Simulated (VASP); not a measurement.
Set up this calculation in VASP 6.6.1, as the native input.

```
Task                   : single point
Functional             : PBE
Potentials or basis    : VASP PAW PBE potentials, release 64 (Ga_d, Si)
Cutoff                 : 520 eV
k mesh                 : 6 × 6 × 4
Occupations            : gaussian, width 0.1 eV
Spin                   : no spin polarisation
Dipole correction      : no
Further INCAR settings : ALGO = Normal; EDIFF = 1e-06; NBANDS = 16
```

The structure of GaSi lies in POSCAR:

```
GaSi
1.0
    2.9016462353      0.0000000000      0.0000000000
    0.0000000000      2.9016462353      0.0000000000
    0.0000000000      0.0000000000      4.0029417965
Ga Si
1 1
Direct
    0.0000000000      0.0000000000      0.0000000000
    0.5000000000      0.5000000000      0.5000000000
```

These files were run (other wordings do the same):

INCAR

```
PREC     = Accurate       # precision mode
ENCUT    = 520            # plane-wave cutoff, eV
EDIFF    = 1E-6           # SCF threshold, eV
ISMEAR   = 0              # smearing method
SIGMA    = 0.1            # smearing width, eV
LREAL    = F              # projectors in reciprocal space
LASPH    = T              # aspherical terms in the spheres
NELM     = 100            # most SCF steps
ALGO     = Normal         # electronic algorithm
ISIF     = 2              # what is computed and relaxed
LWAVE    = F              # write WAVECAR
LCHARG   = F              # write CHGCAR
GGA      = PE             # functional
NBANDS   = 16             # bands
```

KPOINTS

```
Automatic mesh
0
Gamma
  6 6 4
```

Potentials or basis: VASP PAW PBE potentials, release 64 (Ga_d, Si).

Launch:

```console
$ cat potpaw_PBE.64/Ga_d/POTCAR potpaw_PBE.64/Si/POTCAR > POTCAR
$ mpirun -np 1 vasp_std > vasp.out
```

It gave:

```json
{"Pressure": "0.2 GPa"}
```

Caveat: the k points lie up to 0.39 Å⁻¹ apart.

It took 9.1 s on 1 thread of Intel Xeon 6975P-C, with other jobs on the host, peak memory 0.15 GiB.
